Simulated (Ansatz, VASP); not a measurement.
# One calculation of AlN, two programs

POSCAR

```
AlN
1.0
   -3.1110021516      0.0000000000      0.0000000000
   -1.5555010758     -2.6942068945      0.0000000000
    0.0000000000      0.0000000000     12.9560000000
Al N
4 4
Direct
    0.3333333333      0.3333333333      0.6944840228
    0.3333333333      0.3333333333      0.3102604971
    0.6666666667      0.6666666667      0.1181487342
    0.6666666667      0.6666666667      0.5023722600
    0.3333333333      0.3333333333      0.0739630287
    0.3333333333      0.3333333333      0.4581865545
    0.6666666667      0.6666666667      0.2660747916
    0.6666666667      0.6666666667      0.6502983174
```

INCAR.step1

```
PREC     = Accurate       # precision mode
ENCUT    = 520            # plane-wave cutoff, eV
ISMEAR   = 0              # smearing method
SIGMA    = 0.05           # smearing width, eV
LREAL    = False          # projectors in reciprocal space
LASPH    = True           # aspherical terms in the spheres
NELM     = 100            # most SCF steps
NBANDS   = 26             # bands
GGA      = PE             # functional
ALGO     = Normal         # electronic algorithm
EDIFF    = 1E-4           # SCF threshold, eV
LWAVE    = True           # write WAVECAR
LCHARG   = False          # write CHGCAR
```

INCAR.step2

```
PREC     = Accurate       # precision mode
ENCUT    = 520            # plane-wave cutoff, eV
EDIFF    = 1E-7           # SCF threshold, eV
ISMEAR   = 0              # smearing method
SIGMA    = 0.05           # smearing width, eV
LREAL    = False          # projectors in reciprocal space
LASPH    = True           # aspherical terms in the spheres
NELM     = 100            # most SCF steps
ALGO     = Normal         # electronic algorithm
ISIF     = 2              # what is computed and relaxed
LWAVE    = False          # write WAVECAR
LCHARG   = True           # write CHGCAR
METAGGA  = R2SCAN         # meta-GGA
LMIXTAU  = True         
LELF     = True           # ELF
LVHAR    = True         
NBANDS   = 26             # bands
ISTART   = 1
```

Contents of KPOINTS:

```
regular mesh
0
Gamma
  8 8 3
```

Input for Ansatz:

```yaml
crystal:
  lattice:
    - [-3.1110021516, 0.0, 0.0]
    - [-1.5555010758, -2.6942068945, 0.0]
    - [0.0, 0.0, 12.956]
  atoms:
    - { symbol: Al, position: [0.3333333333, 0.3333333333, 0.6944840228] }
    - { symbol: Al, position: [0.3333333333, 0.3333333333, 0.3102604971] }
    - { symbol: Al, position: [0.6666666667, 0.6666666667, 0.1181487342] }
    - { symbol: Al, position: [0.6666666667, 0.6666666667, 0.50237226] }
    - { symbol: "N", position: [0.3333333333, 0.3333333333, 0.0739630287] }
    - { symbol: "N", position: [0.3333333333, 0.3333333333, 0.4581865545] }
    - { symbol: "N", position: [0.6666666667, 0.6666666667, 0.2660747916] }
    - { symbol: "N", position: [0.6666666667, 0.6666666667, 0.6502983174] }
basis:
  ecutwfc: 500
kpoints:
  mp_grid: { grid: [8, 8, 3] }
hamiltonian:
  xc: r2scan
scf:
  occupations: { method: gaussian, width: 0.05 }
output:
  forces: true
  stress: true
  eigenvalues: true
```

Alike in both runs: task single point; functional r2SCAN; k mesh 8 × 8 × 3; occupations gaussian, width 0.05 eV; no spin polarisation.

|  | VASP | Ansatz |
| --- | --- | --- |
| version | VASP 6.6.1 | Ansatz 0.2.0 |
| potentials or method | VASP PAW PBE potentials, release 64 (Al, N), cutoff 520 eV | scalar-relativistic, plane waves, PAW |
| valence electrons in the cell | 32 | 32 |

Ansatz gave:

```
gap on the k mesh at the Fermi level (eV) : none
pressure (GPa)                            : -1.8
rms of the force components (eV/Å)        : 0.809
```

Q: Which values does VASP return?

A: gap on the k mesh at the Fermi level (eV): none; pressure (GPa): -2.1; rms of the force components (eV/Å): 0.806.

VASP's potentials were made for PBE, not for r2SCAN. Atom by atom the forces differ by 0.008 eV/Å (rms over components). A gap of «none» marks a metal or a gap that the smearing closes.
